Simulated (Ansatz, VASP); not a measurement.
**Two plane-wave programs on GePt**

```
Ge Pt
1.0
     6.38642    0.00000    0.00000
     0.00000    3.28405    0.00000
     0.00000    0.00000    6.09244
Ge Pt
4 4
Cartesian
  5.2059 2.4630 3.5825
  1.1805 0.8210 2.5099
  4.3737 0.8210 0.5363
  2.0127 2.4630 5.5562
  6.3816 2.4630 1.1646
  0.0048 0.8210 4.9278
  3.1980 0.8210 4.2108
  3.1884 2.4630 1.8816
```

Change from the starting cell: strain +0.1125 x Voigt [1, -1, 0, 0, 0, 0], atoms carried along.

Alike in both runs: task single point; functional PBEsol; k mesh 8 × 10 × 8; occupations gaussian, width 0.15 eV; no spin polarisation.

|  | VASP | Ansatz |
| --- | --- | --- |
| version | VASP 6.6.1 | Ansatz 0.2.0 |
| potentials or method | VASP PAW PBE potentials, release 64 (Ge_d, Pt), cutoff 520 eV | scalar-relativistic, plane waves, PAW |
| valence electrons in the cell | 96 | 128 |

```tsv
	VASP	Ansatz	Ansatz less VASP
gap on the k mesh at the Fermi level (eV)	none	none	-
pressure (GPa)	3.7	3.7	-0.03
traceless stress, the component that is largest in VASP (GPa)	7.36	7.31	-0.043
rms of the force components (eV/Å)	0.452	0.449	-0.0032
```

VASP's potentials were made for PBE, not for PBEsol. Atom by atom the forces differ by 0.004 eV/Å (rms over components). A gap of «none» marks a metal or a gap that the smearing closes. VASP's potentials hold 96 valence electrons a cell and Ansatz's 128, so a difference there can come from the potentials and not from the codes.

Spin-orbit coupling is off throughout.
